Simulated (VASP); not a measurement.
# Al8N in VASP: notebook

Al8N is run at these levels: PBE; tasks: single point.

Program: VASP 6.6.1. These are calculated values, not measurements. Logs are shortened: lines on timing, memory, paths and dates and some standing lists are left out, and cuts for length are marked.

**1. The cell of the first run**

The cell holds a slab with vacuum, 9 atoms: a = 2.854 Å, b = 2.854 Å, c = 33.476 Å, α = 90.00°, β = 90.00°, γ = 120.00°.

**2. Single point, PBE**

INCAR reads:

```
SYSTEM = Al8N
PREC     = Accurate       ! precision mode
ENCUT    = 520            ! plane-wave cutoff, eV
EDIFF    = 1E-6           ! SCF threshold, eV
ISMEAR   = 0              ! smearing method
SIGMA    = 0.1            ! smearing width, eV
LREAL    = .False.        ! projectors in reciprocal space
LASPH    = .True.         ! aspherical terms in the spheres
NELM     = 100            ! most SCF steps
ALGO     = Normal         ! electronic algorithm
ISIF     = 2              ! what is computed and relaxed
LWAVE    = .False.        ! write WAVECAR
LCHARG   = .True.         ! write CHGCAR
LDIPOL   = .True.       
IDIPOL   = 3            
DIPOL    = 0.5 0.5 0.400
GGA      = PE             ! functional
LELF     = .True.         ! ELF
LVHAR    = .True.       
LVACPOTAV= .True.       
NBANDS   = 24             ! bands
```

KPOINTS reads:

```
regular mesh
0
Gamma
  9 9 1
  0 0 0
```

POSCAR reads:

```
Al8N
1.0
    2.8543223330      0.0000000000      0.0000000000
   -1.4271611665      2.4719156510      0.0000000000
    0.0000000000      0.0000000000     33.4760593533
Al N
8 1
Direct
    0.3333333333      0.6666666667      0.1194883770
    0.0000000000      0.0000000000      0.1895622803
    0.6666666667      0.3333333333      0.2596361837
    0.0000000000      0.0000000000      0.3297100869
    0.3333333333      0.6666666667      0.3992195594
    0.0000000000      0.0000000000      0.4696536480
    0.6666666667      0.3333333333      0.5400996810
    0.0000000000      0.0000000000      0.6116627748
    0.6666666667     -0.6666666667      0.6854468476
```

Potentials or basis: VASP PAW PBE potentials, release 64 (Al, N).

Command:

```bash
cat potpaw_PBE.64/Al/POTCAR potpaw_PBE.64/N/POTCAR > POTCAR
mpirun -np 1 vasp_std > vasp.out
```

OUTCAR:

```text
SYSTEM = Al8N
   PREC = Accurate
   ENCUT = 520
   EDIFF = 1E-6
   ISMEAR = 0
   LREAL = .False.
   LASPH = .True.
   NELM = 100
   ISIF = 2
   GGA = PE

 ion  position               nearest neighbor table
   1  0.333  0.667  0.119-   2 2.87   2 2.87   2 2.87
   2  0.000  0.000  0.190-   1 2.87   1 2.87   1 2.87   3 2.87   3 2.87   3 2.87
   3  0.667  0.333  0.260-   4 2.87   4 2.87   4 2.87   2 2.87   2 2.87   2 2.87
   4  0.000  0.000  0.330-   5 2.85   5 2.85   5 2.85   3 2.87   3 2.87   3 2.87
   5  0.333  0.667  0.399-   4 2.85   4 2.85   4 2.85   6 2.88   6 2.88   6 2.88
   6  0.000  0.000  0.470-   5 2.88   5 2.88   5 2.88   7 2.88   7 2.88   7 2.88
   7  0.667  0.333  0.540-   6 2.88   6 2.88   6 2.88   8 2.91   8 2.91   8 2.91
   8  0.000  0.000  0.612-   7 2.91   7 2.91   7 2.91
   9  0.667  0.333  0.685-

  LATTYP: Found a hexagonal cell.
 ALAT       =     2.8543223330
 C/A-ratio  =    11.7281986573

  Lattice vectors:

 A1 = (   2.8543223330,   0.0000000000,   0.0000000000)
 A2 = (  -1.4271611665,   2.4719156510,   0.0000000000)
 A3 = (   0.0000000000,   0.0000000000,  33.4760593533)

Analysis of symmetry for initial positions (statically):
=====================================================================
 Subroutine PRICEL returns:
 Original cell was already a primitive cell.

 Routine SETGRP: Setting up the symmetry group for a
 hexagonal supercell.

 Subroutine GETGRP returns: Found  6 space group operations
 (whereof  6 operations were pure point group operations)
 out of a pool of 24 trial point group operations.

The static configuration has the point symmetry C_3v.

Analysis of symmetry for dynamics (positions and initial velocities):
=====================================================================
 Subroutine PRICEL returns:
 Original cell was already a primitive cell.

 Routine SETGRP: Setting up the symmetry group for a
 hexagonal supercell.

 Subroutine GETGRP returns: Found  6 space group operations
 (whereof  6 operations were pure point group operations)
 out of a pool of 24 trial point group operations.

The dynamic configuration has the point symmetry C_3v.

 Subroutine INISYM returns: Found  6 space group operations
 (whereof  6 operations are pure point group operations),
 and found     1 'primitive' translations

----------------------------------------------------------------------------------------

                                     Primitive cell

  volume of cell :     236.1952

  direct lattice vectors                    reciprocal lattice vectors
     2.854322333  0.000000000  0.000000000     0.350345856  0.202272274  0.000000000
    -1.427161166  2.471915651  0.000000000     0.000000000  0.404544548  0.000000000
     0.000000000  0.000000000 33.476059353     0.000000000  0.000000000  0.029872094

  length of vectors
     2.854322333  2.854322333 33.476059353     0.404544548  0.404544548  0.029872094

  position of ions in fractional coordinates (direct lattice)
     0.333333333  0.666666667  0.119488377
     0.000000000  0.000000000  0.189562280
     0.666666667  0.333333333  0.259636184
     0.000000000  0.000000000  0.329710087
     0.333333333  0.666666667  0.399219559
     0.000000000  0.000000000  0.469653648
     0.666666667  0.333333333  0.540099681
     0.000000000  0.000000000  0.611662775
     0.666666667  0.333333333  0.685446848

  ion indices of the primitive-cell ions
   primitive index   ion index
                 1           1
                 2           2
                 3           3
                 4           4
                 5           5
                 6           6
                 7           7
                 8           8
                 9           9

----------------------------------------------------------------------------------------

 KPOINTS: regular mesh

Automatic generation of k-mesh.
 Grid dimensions read from file:
 generate k-points for:    9    9    1

 Generating k-lattice:

  Cartesian coordinates                     Fractional coordinates (reciprocal lattice)
     0.038927317  0.022474697  0.000000000     0.111111111 -0.000000000  0.000000000
     0.000000000  0.044949394  0.000000000     0.000000000  0.111111111  0.000000000
     0.000000000  0.000000000  0.029872094     0.000000000  0.000000000  1.000000000

  Length of vectors
     0.044949394  0.044949394  0.029872094

  Shift w.r.t. Gamma in fractional coordinates (k-lattice)
     0.000000000  0.000000000  0.000000000

 Subroutine IBZKPT returns following result:
 ===========================================

 Found     12 irreducible k-points:

 Following reciprocal coordinates:
            Coordinates               Weight
  0.000000  0.000000  0.000000      1.000000
  0.111111  0.000000  0.000000      6.000000
  0.222222  0.000000  0.000000      6.000000
  0.333333  0.000000  0.000000      6.000000
  0.444444  0.000000  0.000000      6.000000
  0.111111  0.111111  0.000000      6.000000
  0.222222  0.111111  0.000000     12.000000
  0.333333  0.111111  0.000000     12.000000
  0.444444  0.111111  0.000000      6.000000
  0.222222  0.222222  0.000000      6.000000
  0.333333  0.222222  0.000000     12.000000
  0.333333  0.333333  0.000000      2.000000
   k-points           NKPTS =     12   k-points in BZ     NKDIM =     12   number of bands    NBANDS=     24
   number of dos      NEDOS =    301   number of ions     NIONS =      9
   total plane-waves  NPLWV = 144000
   dimension x,y,z NGX =    24 NGY =   24 NGZ =  250
   dimension x,y,z NGXF=    48 NGYF=   48 NGZF=  500
   ions per type =               8   1
   NGX,Y,Z   is equivalent  to a cutoff of  13.98, 13.98, 12.42 a.u.
   NGXF,Y,Z  is equivalent  to a cutoff of  27.96, 27.96, 24.83 a.u.
 SYSTEM =  Al8N
   PREC   = accura    normal or accurate (medium, high low for compatibility)
   ISTART =      0    job   : 0-new  1-cont  2-samecut
   ICHARG =      2    charge: 1-file 2-atom 10-const
   ISPIN  =      1    spin polarized calculation?
   LNONCOLLINEAR =      F non collinear calculations
   LSORBIT =      F    spin-orbit coupling
   LASPH  =      T    aspherical Exc in radial PAW
   ENCUT  =  520.0 eV  38.22 Ry    6.18 a.u.   5.31  5.31 62.24*2*pi/ulx,y,z
   NELM   =    100;   NELMIN=  2; NELMDL= -5     # of ELM steps
   EDIFF  = 0.1E-05   stopping-criterion for ELM
   LREAL  =      F    real-space projection
   EDIFFG = 0.1E-04   stopping-criterion for IOM
   NSW    =      0    number of steps for IOM
   IBRION =     -1    ionic relax: 0-MD 1-quasi-New 2-CG
   NFREE  =      0    steps in history (QN), initial steepest desc. (CG)
   ISIF   =      2    stress and relaxation
   ISYM   =      2    0-nonsym 1-usesym 2-fastsym
   POTIM  = 0.5000    time-step for ionic-motion
   TEBEG  =    0.0;   TEEND  =   0.0 temperature during run
   PSTRESS=    0.0 pullay stress
   NELECT =      29.0000    total number of electrons
   NUPDOWN=      -1.0000    fix difference up-down
   EMIN   =  10.00;   EMAX   =-10.00  energy-range for DOS
   EFERMI =   0.00;   METHOD = LEGACY
   ISMEAR =     0;   SIGMA  =   0.10  broadening in eV -4-tet -1-fermi 0-gaus
   EFERMI_NEDOS =   21; number of points for ismear=-14 and -15
   IALGO  =     38    algorithm
   IMIX   =      4    mixing-type and parameters
     AMIX     =   0.40;   BMIX     =  1.00
     AMIX_MAG =   1.60;   BMIX_MAG =  1.00
  volume/ion in A,a.u.               =      26.24       177.10
  Fermi-wavevector in a.u.,A,eV,Ry     =   0.813674  1.537621  9.007949  0.662066
  Thomas-Fermi vector in A             =   1.923442
   LORBIT       =      0    0 simple, 1 ext, 2 COOP (PROOUT), +10 PAW based schemes
   GGA     = PE    functional components
   LHFCALC =     F    Hartree Fock is set to
   AEXX    =    0.0000 exact exchange contribution
   IVDW    =     0    specifies the selected vdW correction
   LEPSILON=     F    determine dielectric tensor
   LRPA    =     F    only Hartree local field effects (RPA)
 non-spin polarized calculation
 Gauss-broadening in eV      SIGMA  =   0.10
  energy-cutoff  :      520.00
  volume of cell :      236.20
 maximum number of plane-waves:      6403
 NGX is ok and might be reduce to    24
   NGX = 11   NGY = 11   NGZ =125

 number of electron      29.0000000 magnetization

 dipolmoment           0.000000      0.000000      0.146391 electrons x Angstroem

 Free energy of the ion-electron system (eV)
  ---------------------------------------------------
  ext. energy  EPLUGINS =         0.00000000
  ---------------------------------------------------
  free energy    TOTEN  =       -32.34254203 eV

  energy without entropy =      -32.31471346  energy(sigma->0) =      -32.32862774

 E-fermi :   2.2602     XC(G=0):  -6.7716

 val. band max:        2.2259556685   @ k =   0.4444   0.1111   0.0000
 cond. band min:       2.2674465538   @ k =   0.3333   0.3333   0.0000
 fundamental gap:      0.0414908853
 Fermi energy:         2.2602091901

 k-point     1 :       0.0000    0.0000    0.0000
  band No.  band energies     occupation
      1     -10.7043      2.00000
      2      -8.8092      2.00000
      3      -8.4870      2.00000
      4      -8.0309      2.00000
      5      -7.3370      2.00000
      6      -6.5284      2.00000
[... 16 lines left out ...]
     23      11.0531      0.00000
     24      12.3022      0.00000

 k-point     2 :       0.1111    0.0000    0.0000
  band No.  band energies     occupation
      1     -10.5662      2.00000
      2      -8.5108      2.00000
      3      -8.1894      2.00000
      4      -7.7345      2.00000
      5      -7.0423      2.00000
      6      -6.2355      2.00000
[... 16 lines left out ...]
     23       9.8486      0.00000
     24      10.0666      0.00000
[... 241 lines left out ...]
     23       3.6694      0.00000
     24       3.9377      0.00000

 k-point    12 :       0.3333    0.3333    0.0000
  band No.  band energies     occupation
      1      -9.0989      2.00000
      2      -1.0707      2.00000
      3      -0.9338      2.00000
      4      -0.9326      2.00000
      5      -0.7918      2.00000
      6      -0.6426      2.00000
[... 16 lines left out ...]
     23       3.4428      0.00000
     24       3.5396      0.00000

------------------------ aborting loop because EDIFF is reached ----------------------------------------

  FORCE on cell =-STRESS in cart. coord.  units (eV):
  Direction    XX          YY          ZZ          XY          YZ          ZX
  --------------------------------------------------------------------------------------
  -------------------------------------------------------------------------------------
  Total       -3.7790687     -3.7790687     -4.7501401      0.0000000      0.0000000      0.0000000
  in kB      -25.6344719    -25.6344719    -32.2215192      0.0000000      0.0000000      0.0000000
  external PRESSURE =     -27.8301543 kB  Pullay stress =       0.0000000 kB

 VOLUME and BASIS-vectors are now :
 -----------------------------------------------------------------------------
  energy-cutoff  :      520.00
  volume of cell :      236.20
      direct lattice vectors                 reciprocal lattice vectors
     2.854322333  0.000000000  0.000000000     0.350345856  0.202272274  0.000000000
    -1.427161166  2.471915651  0.000000000     0.000000000  0.404544548  0.000000000
     0.000000000  0.000000000 33.476059353     0.000000000  0.000000000  0.029872094

 POSITION                                       TOTAL-FORCE (eV/Angst)
 -----------------------------------------------------------------------------------
     -0.00000      1.64794      4.00000         0.000000     -0.000000     -0.045266
      0.00000      0.00000      6.34580         0.000000      0.000000      0.062989
      1.42716      0.82397      8.69160         0.000000      0.000000     -0.035949
      0.00000      0.00000     11.03739         0.000000     -0.000000     -0.040604
     -0.00000      1.64794     13.36430         0.000000      0.000000      0.195557
      0.00000      0.00000     15.72215         0.000000     -0.000000     -0.135085
      1.42716      0.82397     18.08041         0.000000     -0.000000      0.011663
      0.00000      0.00000     20.47606        -0.000000      0.000000      1.855210
      1.42716      0.82397     22.94606        -0.000000      0.000000     -1.868514
 -----------------------------------------------------------------------------------
    total drift:                               -0.000000      0.000000     -0.000147

  FREE ENERGIE OF THE ION-ELECTRON SYSTEM (eV)
  ---------------------------------------------------
  free  energy   TOTEN  =       -32.3425420304 eV

  energy  without entropy=      -32.3147134554  energy(sigma->0) =      -32.32862774

 vacuum level on the upper side and lower side of the slab         9.961         6.198
```

Wall time 4.7 min (1 thread of AMD EPYC 7R43 (Zen 3), shared host); peak memory 0.33 GiB.

Results:

```
Free energy   : -32.3425 eV
Largest force : 1.869 eV/Å
```

Forces in eV/Å, atoms in the order of the input:
```
Al   0.000  0.000 -0.045
Al   0.000  0.000  0.063
Al   0.000  0.000 -0.036
Al   0.000  0.000 -0.041
Al   0.000  0.000  0.196
Al   0.000  0.000 -0.135
Al   0.000  0.000  0.012
Al   0.000  0.000  1.855
N    0.000  0.000 -1.869
```

(Continued in part 2 of 4.)
